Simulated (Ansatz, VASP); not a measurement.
One calculation of InSb, two programs

File INCAR:

```
  PREC = Accurate
  ENCUT = 520
  EDIFF = 1E-7
  ISMEAR = -1
  SIGMA = 0.08
  LREAL = F
  LASPH = T
  NELM = 60
  ALGO = Normal
  ISIF = 2
  LWAVE = F
  LCHARG = F
  GGA = PE
  NBANDS = 26
```

The input KPOINTS:

```
Automatic mesh
0
Gamma
  6 6 11
```

POSCAR

```
InSb
1.0
    5.3570000000      0.0000000000      0.0000000000
    0.0000000000      5.7120000000      0.0000000000
    0.0000000000      0.0000000000      3.0017400000
In Sb
2 2
Direct
    0.0000000000      0.0000000000      0.0000000000
    0.5000000000      0.5000000000      0.0000000000
    0.5000000000      0.0000000000      0.8350000000
    0.0000000000      0.5000000000      0.1650000000
```

Input for Ansatz:

```yaml
crystal:
  lattice:
    - [5.357, 0.0, 0.0]
    - [0.0, 5.712, 0.0]
    - [0.0, 0.0, 3.00174]
  atoms:
    - { symbol: In, position: [0.0, 0.0, 0.0] }
    - { symbol: In, position: [0.5, 0.5, 0.0] }
    - { symbol: Sb, position: [0.5, 0.0, 0.835] }
    - { symbol: Sb, position: [0.0, 0.5, 0.165] }
kpoints:
  mp_grid: { grid: [6, 6, 11] }
  band_path:
    path:
      - [0.0, 0.0, 0.0]
      - [0.5, 0.0, 0.0]
      - [0.5, 0.5, 0.0]
      - [0.0, 0.5, 0.0]
      - [0.0, 0.0, 0.0]
      - [0.0, 0.0, 0.5]
      - [0.5, 0.0, 0.5]
      - [0.5, 0.5, 0.5]
      - [0.0, 0.5, 0.5]
    npoints: 5
scf:
  occupations: { method: fermi_dirac, width: 0.08 }
hamiltonian:
  xc: pbe
  pseudopotentials: { kind: all_electron, lapw: { basis_error: 0.001 } }
output:
  forces: true
  stress: true
  eigenvalues: true
```

Change from the starting cell: zz strain of -2 %.

Alike in both runs: task single point; functional PBE; k mesh 6 × 6 × 11; occupations fermi-dirac, width 0.08 eV; no spin polarisation.

|  | VASP | Ansatz |
| --- | --- | --- |
| version | VASP 6.6.1 | Ansatz 0.2.0 |
| potentials or method | VASP PAW PBE potentials, release 64 (In_d, Sb), cutoff 520 eV | all-electron LAPW, scalar-relativistic |

VASP gave:

```
pressure (GPa)                                                : 20.0
traceless stress, the component that is largest in VASP (GPa) : 11.42
rms of the force components (eV/Å)                            : 0.308
```

Which values does Ansatz return?

Pressure (GPa): 20.0; traceless stress, the component that is largest in VASP (GPa): 11.44; rms of the force components (eV/Å): 0.309.

Atom by atom the forces differ by 0.000 eV/Å (rms over components). Ansatz ran all-electron here, and VASP with PAW potentials.

Neither program's run includes spin-orbit coupling.
